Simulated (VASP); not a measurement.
Input of a VASP 6.6.1 run:

File INCAR:

```
SYSTEM = La
ALGO     = Normal         ! electronic algorithm
EDIFF    = 1E-6           ! SCF threshold, eV
ENCUT    = 520            ! plane-wave cutoff, eV
GGA      = CA             ! functional
ISIF     = 2              ! what is computed and relaxed
ISMEAR   = -1             ! smearing method
LASPH    = .TRUE.         ! aspherical terms in the spheres
LCHARG   = .TRUE.         ! write CHGCAR
LELF     = .TRUE.         ! ELF
LREAL    = .FALSE.        ! projectors in reciprocal space
LVHAR    = .TRUE.       
LWAVE    = .FALSE.        ! write WAVECAR
NBANDS   = 18             ! bands
NELM     = 100            ! most SCF steps
PREC     = Accurate       ! precision mode
SIGMA    = 0.05           ! smearing width, eV
```

File KPOINTS:

```
k-points
0
G
  8 8 5
  0 0 0
```

Contents of POSCAR:

```
La
1.0
    3.7748351609      0.0000000000      0.0000000000
   -1.8874175804      3.2691031444      0.0000000000
    0.0000000000      0.0000000000      6.1101998470
La
2
Direct
    0.6666666667      0.3333333333      0.7500000000
    0.3333333333      0.6666666667      0.2500000000
```

Potentials or basis: VASP PAW LDA potentials, release 64 (La).

Run with:

```bash
$ cat potpaw_LDA.64/La/POTCAR > POTCAR
$ mpirun -np 1 vasp_std > vasp.out
```

Estimate the band gap on the k mesh.

zero (band 11 reaches 8.50 eV, above the bottom of band 12 at 7.31 eV).

Predict the pressure.

-3.3 GPa.

Stress tensor (GPa, compression positive):
```
-3.18  0.00  0.00
 0.00 -3.18  0.00
 0.00  0.00 -3.49
```

Caveat: spin-orbit coupling is left out, which moves the levels of the heavy elements.
